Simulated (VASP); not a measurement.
A run of VASP 6.6.1 is set up as follows.

INCAR

```
SYSTEM = Te
ALGO = Normal ; EDIFF = 1E-6
EDIFFG = -0.01 ; ENCUT = 600
GGA = PS ; IBRION = 2
ISIF = 3 ; ISMEAR = -1
LASPH = .TRUE. ; LCHARG = .FALSE.
LREAL = .FALSE. ; LWAVE = .FALSE.
NELM = 100 ; NSW = 60
PREC = Accurate ; PSTRESS = 200.0
SIGMA = 0.05
```

Contents of KPOINTS:

```
k-points
0
G
  7 7 5
  0 0 0
```

POSCAR

```
Te
1.0
    4.4540000000      0.0000000000      0.0000000000
   -2.2270000000      3.8572771485      0.0000000000
    0.0000000000      0.0000000000      5.9240000000
Te
3
Direct
    0.7310000000      0.7310000000      0.0000000000
    0.0000000000      0.2690000000      0.6666666667
    0.2690000000      0.0000000000      0.3333333333
```

Potentials or basis: VASP PAW PBE potentials, release 64 (Te).

The run is started by

```sh
$ cat potpaw_PBE.64/Te/POTCAR > POTCAR
$ mpirun -np 1 vasp_std > vasp.out
```

Question: Predict the relaxed cell.

Answer: a = 3.498 Å, b = 3.498 Å, c = 6.553 Å, α = 90.00°, β = 90.00°, γ = 120.00°.

Question: Estimate the relaxed volume.

Answer: 23.15 Å³/atom.

Question: Estimate the space group after relaxing (to 0.05 Å).

Answer: R-3m (No. 166).

Step by step:
```
step  energy change (eV)  largest force (eV/Å)  pressure (GPa)  volume (Å³)
   1              0.0000                0.1261           -0.87       101.78
   2             14.0568                9.7982          164.88        49.57
   3              0.6921                1.5604           15.38        82.59
   4              0.9003                1.7758           18.33        80.59
   5              1.0368                1.9071           20.18        79.45
   6              1.0205                0.9163           21.46        75.54
   7              1.3305                0.3800           25.52        71.38
   8              2.5399                0.4950           41.23        62.82
   9              1.6731                0.1816           29.64        68.34
  10              0.8392                0.0408           16.29        72.89
  11              0.8707                0.0314           16.93        72.63
  12              0.9348                0.0781           17.30        71.66
  13              1.3510                0.1350           20.27        68.51
  14              1.0874                0.1489           18.47        70.17
  15              1.0685                0.1446           18.30        70.32
  16              1.2267                0.1296           21.19        69.02
  17              1.1646                0.1360           20.07        69.50
  18              1.1725                0.1172           20.13        69.42
  19              1.1993                0.0627           20.37        69.19
  20              1.1518                0.0316           19.62        69.56
  21              1.1494                0.0300           19.62        69.58
  22              1.1674                0.0043           20.04        69.42
  23              1.1659                0.0064           20.01        69.44
  24              1.1655                0.0069           20.00        69.44
```

Caveat: the cell is relaxed towards a set pressure, so the enthalpy falls and the energy may rise; the volume moved by over 15 % at a fixed basis, so the end points are rough; the PAW data sets were made with another functional, which shifts forces and pressure a little.
